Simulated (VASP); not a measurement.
Set up this calculation in VASP 6.6.1, as the native input.

```yaml
Task: relaxation of the atoms
Functional: PBE
Potentials_or_basis: VASP PAW PBE potentials, release 64 (Ti_sv, Cl)
Cutoff: 520 eV
k_mesh: 9 × 9 × 1
Occupations: gaussian, width 0.1 eV
Spin: no spin polarisation
Dipole_correction: yes
Atoms_held_fixed_from_0: "[0, 1, 2, 3, 4]"
Further_INCAR_settings: ALGO = Normal; EDIFF = 1e-07; IBRION = 2; EDIFFG = -0.025; NSW = 36
Atoms_held_along_some_axes_from_0: atom 5 along a and b
```

The structure of Ti5Cl lies in POSCAR:

```
Ti5Cl
1.0
    2.9381632086      0.0000000000      0.0000000000
   -1.4690816043      2.5445239791      0.0000000000
    0.0000000000      0.0000000000     24.7117068140
Ti Cl
5 1
Selective dynamics
Direct
    0.6666666667      0.3333333333      0.1618666015  F F F
    0.3333333333      0.6666666667      0.2559609806  F F F
    0.6666666667      0.3333333333      0.3506708119  F F F
    0.3333333333      0.6666666667      0.4475655916  F F F
    0.6666666667      0.3333333333      0.5346335206  F F F
    0.6666666667      0.3333333333      0.6406561446  F F T
```

These files were run (other wordings do the same):

INCAR

```
  PREC = Accurate
  ENCUT = 520
  EDIFF = 1E-7
  ISMEAR = 0
  SIGMA = 0.1
  LREAL = False
  LASPH = True
  NELM = 60
  ALGO = Normal
  ISIF = 2
  LWAVE = False
  LCHARG = False
  LDIPOL = True
  IDIPOL = 3
  DIPOL = 0.5 0.5 0.399
  GGA = PE
  IBRION = 2
  NSW = 36
  EDIFFG = -0.025
```

KPOINTS

```
regular mesh
0
Gamma
  9 9 1
```

Potentials or basis: VASP PAW PBE potentials, release 64 (Ti_sv, Cl).

Command:

```sh
$ cat potpaw_PBE.64/Ti_sv/POTCAR potpaw_PBE.64/Cl/POTCAR > POTCAR
$ mpirun -np 1 vasp_std > vasp.out
```

Results of the run:

| Item | Value |
| --- | --- |
| Energy gained by relaxing | 111.1 meV/atom |
| Ionic steps | 10 |
| Band gap on the k mesh | zero (an odd number of electrons rules out a gap without spin polarisation) |

Caveat: an odd number of electrons without spin polarisation forces a metal; a magnetic or distorted state may lie lower.

Run time: 50 min on 1 thread of Oxide Virtual Turin-like Processor (shared host), peak memory 0.34 GiB.
